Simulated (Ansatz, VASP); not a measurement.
## Two plane-wave programs on ScIr3C

INCAR

```
SYSTEM = ScIr3C
PREC = Accurate
ENCUT = 700
EDIFF = 1E-6
ISMEAR = 1
SIGMA = 0.05
LREAL = .False.
LASPH = .True.
NELM = 120
ALGO = Normal
ISIF = 2
LWAVE = .False.
LCHARG = .True.
GGA = PE
LELF = .True.
LVHAR = .True.
NBANDS = 41
GGA_COMPAT = .False.
```

KPOINTS

```
Automatic mesh
0
Gamma
  5 5 5
  0 0 0
```

Contents of POSCAR:

```
ScIr3C
1.0
    4.5567109229      0.0000000000      0.0000000000
    0.0000000000      4.5567109229      0.0000000000
    0.0000000000      0.0000000000      4.5567109229
Sc Ir C
1 3 1
Direct
    0.0000000000      0.0000000000      0.0000000000
    0.5000000000      0.0000000000      0.0000000000
    0.0000000000      0.5000000000      0.0000000000
    0.0000000000      0.0000000000      0.5000000000
    0.5000000000      0.5000000000      0.5000000000
```

Input for Ansatz:

```yaml
crystal:
  lattice:
    - [4.556710922915706, 0.0, 0.0]
    - [0.0, 4.556710922915706, 0.0]
    - [0.0, 0.0, 4.556710922915706]
  atoms:
    - { symbol: Sc, position: [0.0, 0.0, 0.0] }
    - { symbol: Ir, position: [0.5, 0.0, 0.0] }
    - { symbol: Ir, position: [0.0, 0.5, 0.0] }
    - { symbol: Ir, position: [0.0, 0.0, 0.5] }
    - { symbol: C, position: [0.5, 0.5, 0.5] }
basis:
  ecutwfc: 500.0
kpoints:
  mp_grid:
    grid: [5, 5, 5]
hamiltonian:
  xc: pbe
scf:
  occupations:
    method: methfessel_paxton
    width: 0.05
output:
  stress: true
```

Alike in both runs: task single point; functional PBE; k mesh 5 × 5 × 5; occupations methfessel-paxton of order 1, width 0.05 eV; no spin polarisation.

|  | VASP | Ansatz |
| --- | --- | --- |
| version | VASP 6.6.1 | Ansatz 0.2.0 |
| potentials or method | VASP PAW PBE potentials, release 64 (Sc_sv, Ir_sv_GW, C), cutoff 700 eV | plane waves, PAW |
| valence electrons in the cell | 66 | 66 |

|  | VASP | Ansatz | Ansatz less VASP |
| --- | --- | --- | --- |
| pressure (GPa) | 8.1 | 7.5 | -0.62 |

The functional is the same, so the differences come from potentials, cutoffs and numerics.

Neither program's run includes spin-orbit coupling.
